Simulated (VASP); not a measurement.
# CoO (R-3m) in VASP: single point with PBEsol

Aim: the single point of CoO with PBEsol.

Everything below comes from runs of VASP 6.6.1. Logs are shortened: lines on timing, memory, paths and dates and some standing lists are left out, and cuts for length are marked.

### Step 1. The cell of the first run

It takes space group R-3m (No. 166, trigonal). Conventional cell: a = 3.011 Å, b = 3.011 Å, c = 7.320 Å, α = 90.00°, β = 90.00°, γ = 120.00°. Co (site symmetry -3m) has 6 O at 2.12 Å within 2.8 Å. Within 2.8 Å of O (site symmetry -3m) lie 6 Co at 2.12 Å.

### Step 2. Single point, PBEsol, collinear spin, ferromagnetic start

The input, INCAR:

```
SYSTEM = CoO
ALGO = Normal
EDIFF = 1E-7
ENCUT = 520
GGA = PS
ISIF = 2
ISMEAR = 0
ISPIN = 2
LASPH = .True.
LCHARG = .False.
LMAXMIX = 4
LORBIT = 11
LREAL = .False.
LWAVE = .False.
MAGMOM = 2.64 0.33
NBANDS = 18
NELM = 150
PREC = Accurate
SIGMA = 0.1
```

The input, KPOINTS:

```
k-points
0
Gamma
  18 18 18
  0 0 0
```

The input, POSCAR:

```
CoO
1.0
    1.5054695445      0.8691832468      2.4399269062
   -1.5054695445      0.8691832468      2.4399269062
    0.0000000000     -1.7383664936      2.4399269062
Co O
1 1
Direct
    0.0000000000      0.0000000000      0.0000000000
    0.5000000000      0.5000000000      0.5000000000
```

Potentials or basis: VASP PAW PBE potentials, release 64 (Co, O).

Run with:

```console
$ cat potpaw_PBE.64/Co/POTCAR potpaw_PBE.64/O/POTCAR > POTCAR
$ mpirun -np 1 vasp_std > vasp.out
```

OUTCAR:

```text
SYSTEM = CoO
   EDIFF = 1E-7
   ENCUT = 520
   GGA = PS
   ISIF = 2
   ISMEAR = 0
   ISPIN = 2
   LASPH = .True.
   LORBIT = 11
   LREAL = .False.
   NELM = 150
   PREC = Accurate

 ion  position               nearest neighbor table
   1  0.000  0.000  0.000-   2 2.12   2 2.12   2 2.12   2 2.12   2 2.12   2 2.12
   2  0.500  0.500  0.500-   1 2.12   1 2.12   1 2.12   1 2.12   1 2.12   1 2.12

  LATTYP: Found a trigonal (rhomboedric) cell.
 ALAT       =     2.9958573687
 COS(alpha) =     0.4949531368

  Lattice vectors:

 A1 = (   1.5054695445,   0.8691832468,   2.4399269062)
 A2 = (  -1.5054695445,   0.8691832468,   2.4399269062)
 A3 = (   0.0000000000,  -1.7383664936,   2.4399269062)

Analysis of symmetry for initial positions (statically):
=====================================================================
 Subroutine PRICEL returns:
 Original cell was already a primitive cell.

 Routine SETGRP: Setting up the symmetry group for a
 trigonal (rhombohedral) supercell.

 Subroutine GETGRP returns: Found 12 space group operations
 (whereof 12 operations were pure point group operations)
 out of a pool of 12 trial point group operations.

The static configuration has the point symmetry D_3d.

Analysis of symmetry for dynamics (positions and initial velocities):
=====================================================================
 Subroutine PRICEL returns:
 Original cell was already a primitive cell.

 Routine SETGRP: Setting up the symmetry group for a
 trigonal (rhombohedral) supercell.

 Subroutine GETGRP returns: Found 12 space group operations
 (whereof 12 operations were pure point group operations)
 out of a pool of 12 trial point group operations.

The dynamic configuration has the point symmetry D_3d.

Analysis of structural, dynamic, and magnetic symmetry:
=====================================================================
 Subroutine PRICEL returns:
 Original cell was already a primitive cell.

 Routine SETGRP: Setting up the symmetry group for a
 trigonal (rhombohedral) supercell.

 Subroutine GETGRP returns: Found 12 space group operations
 (whereof 12 operations were pure point group operations)
 out of a pool of 12 trial point group operations.

The overall configuration has the point symmetry D_3d.

 Subroutine INISYM returns: Found 12 space group operations
 (whereof 12 operations are pure point group operations),
 and found     1 'primitive' translations

----------------------------------------------------------------------------------------

                                     Primitive cell
[... 114 lines left out ...]
  Thomas-Fermi vector in A             =   2.619316
   LORBIT       =     11    0 simple, 1 ext, 2 COOP (PROOUT), +10 PAW based schemes
   GGA     = PS    functional components
   LHFCALC =     F    Hartree Fock is set to
   AEXX    =    0.0000 exact exchange contribution
   IVDW    =     0    specifies the selected vdW correction
   LEPSILON=     F    determine dielectric tensor
   LRPA    =     F    only Hartree local field effects (RPA)
 spin polarized calculation
 Gauss-broadening in eV      SIGMA  =   0.10
  energy-cutoff  :      520.00
  volume of cell :       19.16
 maximum number of plane-waves:       534
   NGX = 11   NGY = 11   NGZ = 11

 number of electron      15.0000005 magnetization       2.9334514

 Free energy of the ion-electron system (eV)
  ---------------------------------------------------
  ext. energy  EPLUGINS =         0.00000000
  ---------------------------------------------------
  free energy    TOTEN  =       -13.96488601 eV

  energy without entropy =      -13.94491071  energy(sigma->0) =      -13.95489836

 E-fermi :   7.9445     XC(G=0): -12.7111

 val. band max:        7.9442889929   @ k =   0.5000   0.5000   0.2778
 cond. band min:       7.9455348067   @ k =   0.3889   0.3889   0.1667
 fundamental gap:      0.0012458138
 Fermi energy:         7.9444687272

 spin component 1

 k-point     1 :       0.0000    0.0000    0.0000
  band No.  band energies     occupation
      1     -12.3597      1.00000
      2       4.6454      1.00000
      3       4.6454      1.00000
      4       4.6714      1.00000
      5       4.6714      1.00000
      6       4.7202      1.00000
[... 493 lines left out ...]
     17      34.8129      0.00000
     18      36.7633      0.00000

 [... further k-points ...]

 spin component 2

 k-point     1 :       0.0000    0.0000    0.0000
  band No.  band energies     occupation
      1     -11.8170      1.00000
      2       5.2860      1.00000
      3       5.2860      1.00000
      4       5.3402      1.00000
      5       6.8105      1.00000
      6       6.8105      1.00000
[... 493 lines left out ...]
     17      35.3053      0.00000
     18      37.5293      0.00000

 [... further k-points ...]

------------------------ aborting loop because EDIFF is reached ----------------------------------------

  FORCE on cell =-STRESS in cart. coord.  units (eV):
  Direction    XX          YY          ZZ          XY          YZ          ZX
  --------------------------------------------------------------------------------------
  -------------------------------------------------------------------------------------
  Total       -1.1289062     -1.1289062     -1.1741686      0.0000000     -0.0000000     -0.0000000
  in kB      -94.4184879    -94.4184879    -98.2041122      0.0000000     -0.0000000     -0.0000000
  external PRESSURE =     -95.6803627 kB  Pullay stress =       0.0000000 kB

 VOLUME and BASIS-vectors are now :
 -----------------------------------------------------------------------------
  energy-cutoff  :      520.00
  volume of cell :       19.16
      direct lattice vectors                 reciprocal lattice vectors
     1.505469544  0.869183247  2.439926906     0.332122295  0.191750896  0.136616114
    -1.505469544  0.869183247  2.439926906    -0.332122295  0.191750896  0.136616114
     0.000000000 -1.738366494  2.439926906     0.000000000 -0.383501793  0.136616114

 POSITION                                       TOTAL-FORCE (eV/Angst)
 -----------------------------------------------------------------------------------
      0.00000      0.00000      0.00000         0.000000      0.000000      0.000000
      0.00000      0.00000      3.65989        -0.000000     -0.000000     -0.000000
 -----------------------------------------------------------------------------------
    total drift:                               -0.000000      0.000000     -0.000000

  FREE ENERGIE OF THE ION-ELECTRON SYSTEM (eV)
  ---------------------------------------------------
  free  energy   TOTEN  =       -13.9648860126 eV

  energy  without entropy=      -13.9449107102  energy(sigma->0) =      -13.95489836

 total charge

# of ion       s       p       d       tot
------------------------------------------
    1        0.300   0.367   7.149   7.816
    2        1.551   3.404   0.000   4.954
--------------------------------------------------
tot          1.850   3.771   7.149  12.770

 magnetization (x)

# of ion       s       p       d       tot
------------------------------------------
    1        0.020   0.018   2.525   2.563
    2        0.030   0.288   0.000   0.318
--------------------------------------------------
tot          0.049   0.306   2.525   2.880
```

OSZICAR:

```text
N       E                     dE             d eps       ncg     rms          rms(c)
DAV:   1     0.772228634191E+02    0.77223E+02   -0.66125E+03 43380   0.961E+02
DAV:   2    -0.115694963754E+02   -0.88792E+02   -0.76211E+02 44124   0.222E+02
DAV:   3    -0.164472614947E+02   -0.48778E+01   -0.47557E+01 48164   0.554E+01
DAV:   4    -0.164968013987E+02   -0.49540E-01   -0.49501E-01 51386   0.532E+00
DAV:   5    -0.164978969003E+02   -0.10955E-02   -0.10953E-02 51396   0.789E-01    0.153E+01
DAV:   6    -0.154254031453E+02    0.10725E+01   -0.16505E+01 52938   0.618E+01    0.202E+01
DAV:   7    -0.140626702968E+02    0.13627E+01   -0.75259E+00 51860   0.480E+01    0.794E+00
DAV:   8    -0.139938096698E+02    0.68861E-01   -0.36322E-01 59274   0.818E+00    0.454E+00
DAV:   9    -0.139634581238E+02    0.30352E-01   -0.27329E-01 59768   0.897E+00    0.278E+00
DAV:  10    -0.139711298029E+02   -0.76717E-02   -0.36137E-02 57680   0.282E+00    0.140E+00
DAV:  11    -0.139651205231E+02    0.60093E-02   -0.55448E-02 59974   0.394E+00    0.384E-01
DAV:  12    -0.139650331971E+02    0.87326E-04   -0.41184E-03 51536   0.640E-01    0.152E-01
DAV:  13    -0.139649172111E+02    0.11599E-03   -0.31198E-04 52770   0.142E-01    0.105E-01
DAV:  14    -0.139648863272E+02    0.30884E-04   -0.61951E-05 62600   0.114E-01    0.278E-02
DAV:  15    -0.139648855161E+02    0.81106E-06   -0.12163E-05 66546   0.560E-02    0.998E-03
DAV:  16    -0.139648858626E+02   -0.34647E-06   -0.26261E-06 60788   0.169E-02    0.331E-03
DAV:  17    -0.139648860083E+02   -0.14577E-06   -0.33451E-07 41582   0.610E-03    0.156E-03
DAV:  18    -0.139648860126E+02   -0.42348E-08   -0.39291E-08 24124   0.212E-03
   1 F= -.13964886E+02 E0= -.13954898E+02  d E =-.199753E-01  mag=     2.9335
```

Run time: 12 min. Hardware: 1 thread of AMD EPYC 7R43 (Zen 3), shared host; peak memory 0.36 GiB.

Results:

- Free energy: -13.9649 eV
- Pressure: -9.6 GPa
- Net moment: 2.93 μB per cell
- Site moments: Co +2.56; O +0.32 μB
- Valence electrons inside the program's atomic spheres: Co 7.82; O 4.95

Stress tensor (GPa, compression positive):
```
-9.44  0.00  0.00
 0.00 -9.44  0.00
 0.00  0.00 -9.82
```

Caveat: the cell stands under tension; the PAW data sets were made with another functional, which shifts forces and pressure a little; a cell with one magnetic atom can't hold antiferromagnetic order, which such compounds often take; semilocal functionals often make such compounds metallic where correlation or magnetic order opens a gap, which also shifts bond lengths. With open d or f shells a metallic result of PBEsol can be an artefact of self-interaction; +U or a hybrid may open a gap.
